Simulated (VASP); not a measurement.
A run of VASP 6.6.1 is set up as follows.

Contents of INCAR:

```
  ALGO = Normal
  EDIFF = 1E-6
  ENCUT = 520
  GGA = RE
  ISIF = 2
  ISMEAR = -1
  LASPH = T
  LCHARG = F
  LREAL = F
  LWAVE = F
  NBANDS = 14
  NELM = 80
  PREC = Accurate
  SIGMA = 0.1
```

File KPOINTS:

```
k-points
0
Gamma
  17 17 5
```

The input POSCAR:

```
B
1.0
    1.7226256347      0.0000000000      0.0000000000
   -0.8613128173      1.4918375609      0.0000000000
    0.0000000000      0.0000000000     21.7015576716
B
4
Direct
    1.0000000000      1.0000000000      0.0000000000
    1.0000000000      1.0000000000      0.5000000000
    0.3333333333      0.6666666667      0.2500000000
    0.6666666667      0.3333333333      0.7500000000
```

Potentials or basis: VASP PAW PBE potentials, release 64 (B).

The run is started by

```console
$ cat potpaw_PBE.64/B/POTCAR > POTCAR
$ mpirun -np 1 vasp_std > vasp.out
```

Question: Estimate the band gap on the k mesh.

Answer: Zero (band 6 reaches 5.43 eV, above the bottom of band 7 at -5.18 eV).

Question: Estimate the pressure.

Answer: -0.1 GPa.

Stress tensor (GPa, compression positive):
```
-0.14  0.00  0.00
 0.00 -0.14  0.00
 0.00  0.00  0.01
```

Caveat: the PAW data sets were made with another functional, which shifts forces and pressure a little; this functional lacks dispersion, which binds the layers, so the pressure and a relaxed spacing across them are unreliable.
